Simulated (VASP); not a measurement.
# Zn (Pm-3m) in VASP: a series of runs

Zn is run at these levels: PBE; tasks: single point.

Everything below comes from runs of VASP 6.6.1. Logs are shortened: lines on timing, memory, paths and dates and some standing lists are left out, and cuts for length are marked.

## (1) The cell of the first run

The structure is cubic, space group Pm-3m (No. 221). The conventional cell has a = 2.539 Å, b = 2.539 Å, c = 2.539 Å, α = 90.00°, β = 90.00°, γ = 90.00°. Zn (site symmetry m-3m) has 6 Zn at 2.54 Å within 3.4 Å.

## (2) Single point, PBE (volume scaled by 0.9)

INCAR

```
PREC = Accurate ; ENCUT = 520
EDIFF = 1E-6 ; ISMEAR = -1
SIGMA = 0.08 ; LREAL = False
LASPH = True ; NELM = 80
ALGO = Normal ; ISIF = 2
LWAVE = False ; LCHARG = False
GGA = PE ; NBANDS = 12
```

KPOINTS

```
Automatic mesh
0
Gamma
  17 17 17
```

POSCAR

```
Zn
1.0
    2.5387477681      0.0000000000      0.0000000000
    0.0000000000      2.5387477681      0.0000000000
    0.0000000000      0.0000000000      2.5387477681
Zn
1
Direct
    0.0000000000      0.0000000000      0.0000000000
```

Potentials or basis: VASP PAW PBE potentials, release 64 (Zn).

Started as:

```
cat potpaw_PBE.64/Zn/POTCAR > POTCAR
mpirun -np 1 vasp_std > vasp.out
```

OUTCAR:

```text
PREC = Accurate
   ENCUT = 520
   EDIFF = 1E-6
   ISMEAR = -1
   LREAL = False
   LASPH = True
   NELM = 80
   ISIF = 2
   GGA = PE

 ion  position               nearest neighbor table
   1  0.000  0.000  0.000-

  LATTYP: Found a simple cubic cell.
 ALAT       =     2.5387477681

  Lattice vectors:

 A1 = (   2.5387477681,   0.0000000000,   0.0000000000)
 A2 = (   0.0000000000,   2.5387477681,   0.0000000000)
 A3 = (   0.0000000000,   0.0000000000,   2.5387477681)

Analysis of symmetry for initial positions (statically):
=====================================================================
 Subroutine PRICEL returns:
 Original cell was already a primitive cell.

 Routine SETGRP: Setting up the symmetry group for a
 simple cubic supercell.

 Subroutine GETGRP returns: Found 48 space group operations
 (whereof 48 operations were pure point group operations)
 out of a pool of 48 trial point group operations.

The static configuration has the point symmetry O_h .

Analysis of symmetry for dynamics (positions and initial velocities):
=====================================================================
 Subroutine PRICEL returns:
 Original cell was already a primitive cell.

 Routine SETGRP: Setting up the symmetry group for a
 simple cubic supercell.

 Subroutine GETGRP returns: Found 48 space group operations
 (whereof 48 operations were pure point group operations)
 out of a pool of 48 trial point group operations.

The dynamic configuration has the point symmetry O_h .

 Subroutine INISYM returns: Found 48 space group operations
 (whereof 48 operations are pure point group operations),
 and found     1 'primitive' translations

----------------------------------------------------------------------------------------

                                     Primitive cell

  volume of cell :      16.3628

  direct lattice vectors                    reciprocal lattice vectors
     2.538747768  0.000000000  0.000000000     0.393894979  0.000000000  0.000000000
     0.000000000  2.538747768  0.000000000     0.000000000  0.393894979  0.000000000
     0.000000000  0.000000000  2.538747768     0.000000000  0.000000000  0.393894979

  length of vectors
     2.538747768  2.538747768  2.538747768     0.393894979  0.393894979  0.393894979

  position of ions in fractional coordinates (direct lattice)
     0.000000000  0.000000000  0.000000000

  ion indices of the primitive-cell ions
   primitive index   ion index
                 1           1

----------------------------------------------------------------------------------------

 KPOINTS: Automatic mesh

Automatic generation of k-mesh.
 Grid dimensions read from file:
 generate k-points for:   17   17   17

 Generating k-lattice:

  Cartesian coordinates                     Fractional coordinates (reciprocal lattice)
     0.023170293  0.000000000  0.000000000     0.058823529  0.000000000  0.000000000
     0.000000000  0.023170293  0.000000000     0.000000000  0.058823529  0.000000000
     0.000000000  0.000000000  0.023170293     0.000000000  0.000000000  0.058823529

  Length of vectors
     0.023170293  0.023170293  0.023170293

  Shift w.r.t. Gamma in fractional coordinates (k-lattice)
     0.000000000  0.000000000  0.000000000

 Subroutine IBZKPT returns following result:
 ===========================================

 Found    165 irreducible k-points:

 Following reciprocal coordinates:
            Coordinates               Weight
  0.000000  0.000000  0.000000      1.000000
  0.058824  0.000000  0.000000      6.000000
  0.117647  0.000000  0.000000      6.000000
  0.176471  0.000000  0.000000      6.000000
  0.235294  0.000000  0.000000      6.000000
  0.294118  0.000000  0.000000      6.000000
[... 16 lines left out ...]
  0.411765  0.117647  0.000000     24.000000
  0.470588  0.117647  0.000000     24.000000
 [... further k-points ...]
   k-points           NKPTS =    165   k-points in BZ     NKDIM =    165   number of bands    NBANDS=     12
   number of dos      NEDOS =    301   number of ions     NIONS =      1
   total plane-waves  NPLWV =   8000
   dimension x,y,z NGX =    20 NGY =   20 NGZ =   20
   dimension x,y,z NGXF=    40 NGYF=   40 NGZF=   40
   ions per type =               1
   NGX,Y,Z   is equivalent  to a cutoff of  13.10, 13.10, 13.10 a.u.
   NGXF,Y,Z  is equivalent  to a cutoff of  26.19, 26.19, 26.19 a.u.
 SYSTEM =  unknown system
   PREC   = accura    normal or accurate (medium, high low for compatibility)
   ISTART =      0    job   : 0-new  1-cont  2-samecut
   ICHARG =      2    charge: 1-file 2-atom 10-const
   ISPIN  =      1    spin polarized calculation?
   LNONCOLLINEAR =      F non collinear calculations
   LSORBIT =      F    spin-orbit coupling
   LASPH  =      T    aspherical Exc in radial PAW
   ENCUT  =  520.0 eV  38.22 Ry    6.18 a.u.   4.72  4.72  4.72*2*pi/ulx,y,z
   NELM   =     80;   NELMIN=  2; NELMDL= -5     # of ELM steps
   EDIFF  = 0.1E-05   stopping-criterion for ELM
   LREAL  =      F    real-space projection
   EDIFFG = 0.1E-04   stopping-criterion for IOM
   NSW    =      0    number of steps for IOM
   IBRION =     -1    ionic relax: 0-MD 1-quasi-New 2-CG
   NFREE  =      0    steps in history (QN), initial steepest desc. (CG)
   ISIF   =      2    stress and relaxation
   ISYM   =      2    0-nonsym 1-usesym 2-fastsym
   POTIM  = 0.5000    time-step for ionic-motion
   TEBEG  =    0.0;   TEEND  =   0.0 temperature during run
   PSTRESS=    0.0 pullay stress
   NELECT =      12.0000    total number of electrons
   NUPDOWN=      -1.0000    fix difference up-down
   EMIN   =  10.00;   EMAX   =-10.00  energy-range for DOS
   EFERMI =   0.00;   METHOD = LEGACY
   ISMEAR =    -1;   SIGMA  =   0.08  broadening in eV -4-tet -1-fermi 0-gaus
   EFERMI_NEDOS =   21; number of points for ismear=-14 and -15
   IALGO  =     38    algorithm
   IMIX   =      4    mixing-type and parameters
     AMIX     =   0.40;   BMIX     =  1.00
     AMIX_MAG =   1.60;   BMIX_MAG =  1.00
  volume/ion in A,a.u.               =      16.36       110.42
  Fermi-wavevector in a.u.,A,eV,Ry     =   1.476326  2.789852 29.654433  2.179539
  Thomas-Fermi vector in A             =   2.590867
   LORBIT       =      0    0 simple, 1 ext, 2 COOP (PROOUT), +10 PAW based schemes
   GGA     = PE    functional components
   LHFCALC =     F    Hartree Fock is set to
   AEXX    =    0.0000 exact exchange contribution
   IVDW    =     0    specifies the selected vdW correction
   LEPSILON=     F    determine dielectric tensor
   LRPA    =     F    only Hartree local field effects (RPA)
 non-spin polarized calculation
  energy-cutoff  :      520.00
  volume of cell :       16.36
 maximum number of plane-waves:       461
 NGX is ok and might be reduce to    20
   NGX =  9   NGY =  9   NGZ =  9

 number of electron      12.0000007 magnetization

 Free energy of the ion-electron system (eV)
  ---------------------------------------------------
  ext. energy  EPLUGINS =         0.00000000
  ---------------------------------------------------
  free energy    TOTEN  =        -0.84648784 eV

  energy without entropy =       -0.83886009  energy(sigma->0) =       -0.84267396

 E-fermi :   2.3939     XC(G=0): -11.1007

 val. band max:        2.3270127423   @ k =   0.4706   0.4118   0.0588
 cond. band min:       2.4105446602   @ k =   0.4118   0.1176   0.1176
 fundamental gap:      0.0835319179
 Fermi energy:         2.3938906070

 k-point     1 :       0.0000    0.0000    0.0000
  band No.  band energies     occupation
      1      -7.2679      2.00000
      2      -5.8106      2.00000
      3      -5.8106      2.00000
      4      -4.4214      2.00000
      5      -4.4214      2.00000
      6      -4.4214      2.00000
      7      15.5277      0.00000
      8      15.5277      0.00000
      9      15.5277      0.00000
     10      18.5095      0.00000
     11      18.5095      0.00000
     12      21.6831      0.00000

 k-point     2 :       0.0588    0.0000    0.0000
  band No.  band energies     occupation
      1      -7.1853      2.00000
      2      -5.8055      2.00000
      3      -5.7858      2.00000
      4      -4.4357      2.00000
      5      -4.4357      2.00000
      6      -4.4202      2.00000
      7      14.1467      0.00000
      8      15.6256      0.00000
      9      15.6256      0.00000
     10      18.5683      0.00000
     11      19.5484      0.00000
     12      22.2066      0.00000

 k-point     3 :       0.1176    0.0000    0.0000
  band No.  band energies     occupation
      1      -6.9448      2.00000
      2      -5.7908      2.00000
      3      -5.7067      2.00000
      4      -4.4765      2.00000
      5      -4.4765      2.00000
      6      -4.4168      2.00000
      7      11.9185      0.00000
      8      15.9167      0.00000
      9      15.9167      0.00000
     10      18.7453      0.00000
     11      20.4389      0.00000
     12      24.0832      0.00000

 k-point     4 :       0.1765    0.0000    0.0000
  band No.  band energies     occupation
      1      -6.5789      2.00000
      2      -5.7685      2.00000
      3      -5.5481      2.00000
      4      -4.5376      2.00000
      5      -4.5376      2.00000
      6      -4.4116      2.00000
      7       9.6642      0.00000
      8      16.3928      0.00000
      9      16.3928      0.00000
     10      19.0430      0.00000
     11      20.8824      0.00000
     12      26.7645      0.00000

 k-point     5 :       0.2353    0.0000    0.0000
  band No.  band energies     occupation
      1      -6.1862      2.00000
      2      -5.7415      2.00000
      3      -5.2229      2.00000
      4      -4.6103      2.00000
      5      -4.6103      2.00000
      6      -4.4054      2.00000
      7       7.4994      0.00000
      8      17.0401      0.00000
      9      17.0401      0.00000
     10      19.4650      0.00000
     11      21.2689      0.00000
     12      29.6062      0.00000

 k-point     6 :       0.2941    0.0000    0.0000
  band No.  band energies     occupation
      1      -5.9077      2.00000
      2      -5.7134      2.00000
      3      -4.6844      2.00000
      4      -4.6844      2.00000
      5      -4.6050      2.00000
      6      -4.3989      2.00000
      7       5.4561      0.00000
      8      17.8375      0.00000
      9      17.8375      0.00000
     10      20.0158      0.00000
     11      21.6838      0.00000
     12      28.0975      0.00000

 k-point     7 :       0.3529    0.0000    0.0000
  band No.  band energies     occupation
      1      -5.7463      2.00000
      2      -5.6881      2.00000
      3      -4.7500      2.00000
      4      -4.7500      2.00000
      5      -4.3931      2.00000
      6      -3.7080      2.00000
      7       3.5484      0.00000
      8      18.7484      0.00000
      9      18.7484      0.00000
     10      20.6996      0.00000
     11      22.1224      0.00000
     12      26.4747      0.00000

 k-point     8 :       0.4118    0.0000    0.0000
  band No.  band energies     occupation
      1      -5.6690      2.00000
      2      -5.6518      2.00000
      3      -4.7988      2.00000
      4      -4.7988      2.00000
      5      -4.3887      2.00000
      6      -2.5995      2.00000
      7       1.7859      1.99900
      8      19.6895      0.00000
      9      19.6895      0.00000
     10      21.5160      0.00000
     11      22.5289      0.00000
     12      25.0286      0.00000
[... 166 lines left out ...]
 k-point    20 :       0.2353    0.1176    0.0000
  band No.  band energies     occupation
      1      -5.9492      2.00000
      2      -5.6393      2.00000
      3      -5.2079      2.00000
      4      -4.6039      2.00000
      5      -4.5797      2.00000
      6      -4.4574      2.00000
      7       7.7991      0.00000
      8      13.3588      0.00000
      9      17.4271      0.00000
     10      20.5293      0.00000
     11      24.1305      0.00000
     12      26.4192      0.00000

 k-point    21 :       0.2941    0.1176    0.0000
  band No.  band energies     occupation
      1      -5.7642      2.00000
      2      -5.5859      2.00000
      3      -4.9339      2.00000
      4      -4.6769      2.00000
      5      -4.4502      2.00000
      6      -4.2437      2.00000
      7       5.7638      0.00000
      8      14.0863      0.00000
      9      18.2253      0.00000
     10      21.0254      0.00000
     11      23.2322      0.00000
     12      26.1084      0.00000

 k-point    22 :       0.3529    0.1176    0.0000
  band No.  band energies     occupation
      1      -5.6778      2.00000
      2      -5.5173      2.00000
      3      -4.9291      2.00000
      4      -4.7416      2.00000
      5      -4.4437      2.00000
      6      -3.3863      2.00000
      7       3.8586      0.00000
      8      14.9580      0.00000
      9      19.1397      0.00000
     10      21.3421      0.00000
     11      22.0536      0.00000
     12      26.2984      0.00000

 k-point    23 :       0.4118    0.1176    0.0000
  band No.  band energies     occupation
      1      -5.6375      2.00000
      2      -5.4529      2.00000
      3      -4.9679      2.00000
      4      -4.7898      2.00000
      5      -4.4388      2.00000
      6      -2.2773      2.00000
      7       2.0945      1.95370
      8      15.9460      0.00000
      9      20.0902      0.00000
     10      20.1501      0.00000
     11      22.4418      0.00000
     12      25.9714      0.00000

 k-point    24 :       0.4706    0.1176    0.0000
  band No.  band energies     occupation
      1      -5.6203      2.00000
      2      -5.4147      2.00000
      3      -4.9948      2.00000
      4      -4.8155      2.00000
      5      -4.4361      2.00000
      6      -0.9853      2.00000
      7       0.4806      2.00000
      8      16.9220      0.00000
      9      18.9364      0.00000
     10      20.8342      0.00000
     11      22.9920      0.00000
     12      24.9441      0.00000

 [... further k-points ...]
[... 5 lines left out ...]
  --------------------------------------------------------------------------------------
  -------------------------------------------------------------------------------------
  Total        0.7033014      0.7033014      0.7033014      0.0000000     -0.0000000      0.0000000
  in kB       68.8641850     68.8641850     68.8641850      0.0000000     -0.0000000      0.0000000
  external PRESSURE =      68.8641850 kB  Pullay stress =       0.0000000 kB

 VOLUME and BASIS-vectors are now :
 -----------------------------------------------------------------------------
  energy-cutoff  :      520.00
  volume of cell :       16.36
      direct lattice vectors                 reciprocal lattice vectors
     2.538747768  0.000000000  0.000000000     0.393894979  0.000000000  0.000000000
     0.000000000  2.538747768  0.000000000     0.000000000  0.393894979  0.000000000
     0.000000000  0.000000000  2.538747768     0.000000000  0.000000000  0.393894979

 POSITION                                       TOTAL-FORCE (eV/Angst)
 -----------------------------------------------------------------------------------
      0.00000      0.00000      0.00000         0.000000      0.000000      0.000000
 -----------------------------------------------------------------------------------
    total drift:                               -0.000000      0.000000     -0.000000

  FREE ENERGIE OF THE ION-ELECTRON SYSTEM (eV)
  ---------------------------------------------------
  free  energy   TOTEN  =        -0.8464878358 eV

  energy  without entropy=       -0.8388600939  energy(sigma->0) =       -0.84267396
```

It took 37 s on 1 thread of AMD EPYC 7R13, shared host; peak memory 0.11 GiB.

Results:

```yaml
Free_energy: -0.8465 eV
Pressure: 6.9 GPa
Band_gap_on_the_k_mesh: zero (band 6 reaches 7.77 eV, above the bottom of band 7 at 0.19 eV)
```

Levels at points of the mesh, in eV from the Fermi level:
| k point | band 2 | band 3 | band 4 | band 5 | band 6 | band 7 | band 8 | band 9 | band 10 | band 11 |
| --- | --- | --- | --- | --- | --- | --- | --- | --- | --- | --- |
| (0.00, 0.00, 0.00) | -8.20 | -8.20 | -6.82 | -6.82 | -6.82 | 13.13 | 13.13 | 13.13 | 16.12 | 16.12 |

Caveat: the cell differs from its parent crystal (volume scaled by 0.9).

## (3) Single point, PBE

This run uses another cell than the first one, of 18.18 Å³/atom, 1.111 times its volume.

INCAR

```
SYSTEM = Zn
ALGO = Normal
EDIFF = 1E-6
ENCUT = 520
GGA = PE
ISIF = 2
ISMEAR = -1
LASPH = .True.
LCHARG = .False.
LREAL = .False.
LWAVE = .False.
NBANDS = 12
NELM = 80
PREC = Accurate
SIGMA = 0.08
```

KPOINTS

```
k-points
0
Gamma
  17 17 17
  0 0 0
```

POSCAR

```
Zn
1.0
    2.6294931965      0.0000000000      0.0000000000
    0.0000000000      2.6294931965      0.0000000000
    0.0000000000      0.0000000000      2.6294931965
Zn
1
Direct
    0.0000000000      0.0000000000      0.0000000000
```

Potentials or basis: VASP PAW PBE potentials, release 64 (Zn).

Started as:

```
cat potpaw_PBE.64/Zn/POTCAR > POTCAR
mpirun -np 1 vasp_std > vasp.out
```

Wall time 35 s (1 thread of AMD EPYC 7R13, shared host); peak memory 0.12 GiB.

Results (log left out):

```
Free energy            : -0.8831 eV
Pressure               : 0.2 GPa
Band gap on the k mesh : zero (band 6 reaches 6.72 eV, above the bottom of band 7 at -0.34 eV)
```

Levels at points of the mesh, in eV from the Fermi level:
```csv
k point,band 4,band 5,band 6,band 7,band 8,band 9
"(0.00, 0.00, 0.00)",-6.70,-6.70,-6.70,12.26,12.26,12.26
```

## (4) Single point, PBE

This run uses another cell than the first one, of 18.18 Å³/atom, 1.111 times its volume.

INCAR

```
ALGO     = Normal         # electronic algorithm
EDIFF    = 1E-7           # SCF threshold, eV
ENCUT    = 520            # plane-wave cutoff, eV
GGA      = PE             # functional
ISIF     = 2              # what is computed and relaxed
ISMEAR   = -1             # smearing method
LASPH    = True           # aspherical terms in the spheres
LCHARG   = True           # write CHGCAR
LELF     = True           # ELF
LREAL    = False          # projectors in reciprocal space
LVHAR    = True         
LWAVE    = False          # write WAVECAR
NBANDS   = 12             # bands
NELM     = 100            # most SCF steps
PREC     = Accurate       # precision mode
SIGMA    = 0.08           # smearing width, eV
```

KPOINTS

```
k-points
0
Gamma
  17 17 17
```

POSCAR is that of step 3.

Started as:

```
cat potpaw_PBE.64/Zn/POTCAR > POTCAR
mpirun -np 1 vasp_std > vasp.out
```

Wall time 44 s (1 thread of AMD EPYC 7R13, shared host); peak memory 0.12 GiB.

It converged, with:

| Quantity | Value |
| --- | --- |
| Free energy | -0.8831 eV |
| Pressure | 0.2 GPa |
| Band gap on the k mesh | zero (band 6 reaches 6.72 eV, above the bottom of band 7 at -0.34 eV) |

Levels at points of the mesh, in eV from the Fermi level:
```tsv
k point	band 4	band 5	band 6	band 7	band 8	band 9
(0.00, 0.00, 0.00)	-6.70	-6.70	-6.70	12.26	12.26	12.26
```
